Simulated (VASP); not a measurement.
Input of a VASP 6.6.1 run:

POSCAR

```
CdSe
1.0
    0.0000000000      3.0064253461      3.0064253461
    3.0064253461      0.0000000000      3.0064253461
    3.0064253461      3.0064253461      0.0000000000
Cd Se
1 1
Direct
    0.0000000000      0.0000000000      0.0000000000
    0.2500000000      0.2500000000      0.2500000000
```

INCAR.step1

```
SYSTEM = CdSe
PREC     = Accurate       ! precision mode
ENCUT    = 520            ! plane-wave cutoff, eV
EDIFF    = 1E-5           ! SCF threshold, eV
ISMEAR   = 0              ! smearing method
SIGMA    = 0.01           ! smearing width, eV
LREAL    = .False.        ! projectors in reciprocal space
LASPH    = .True.         ! aspherical terms in the spheres
NELM     = 60             ! most SCF steps
ALGO     = Normal         ! electronic algorithm
ISIF     = 2              ! what is computed and relaxed
LWAVE    = .True.         ! write WAVECAR
LCHARG   = .False.        ! write CHGCAR
NBANDS   = 16             ! bands
GGA      = PE             ! functional
```

File INCAR.step2:

```
SYSTEM = CdSe
PREC     = Accurate       ! precision mode
ENCUT    = 520            ! plane-wave cutoff, eV
EDIFF    = 1E-6           ! SCF threshold, eV
ISMEAR   = 0              ! smearing method
SIGMA    = 0.01           ! smearing width, eV
LREAL    = .False.        ! projectors in reciprocal space
LASPH    = .True.         ! aspherical terms in the spheres
NELM     = 60             ! most SCF steps
ALGO     = Normal         ! electronic algorithm
ISIF     = 2              ! what is computed and relaxed
LWAVE    = .False.        ! write WAVECAR
LCHARG   = .False.        ! write CHGCAR
GGA      = PE             ! functional
LHFCALC  = .True.         ! exact exchange
HFSCREEN = 0.2079         ! screening, 1/A
PRECFOCK = Normal       
NBANDS   = 16             ! bands
ISTART   = 1
```

KPOINTS

```
regular mesh
0
Gamma
  6 6 6
  0 0 0
```

Potentials or basis: VASP PAW PBE potentials, release 64 (Cd, Se).

Run with:

```sh
$ cat potpaw_PBE.64/Cd/POTCAR potpaw_PBE.64/Se/POTCAR > POTCAR
$ cp INCAR.step1 INCAR
$ mpirun -np 1 vasp_std > vasp.out
$ cp INCAR.step2 INCAR
$ mpirun -np 1 vasp_std > vasp.out
```

(1) Predict the band gap on the k mesh.

(2) What does it give for the pressure?

## Answers

(1) 1.64 eV.

(2) 4.0 GPa.

Caveat: the cell differs from its parent crystal (strain -2.0%); the cell stands under pressure; the structure was generated, so it needn't be the stable form of CdSe; the PAW data sets were made with another functional, which shifts forces and pressure a little.
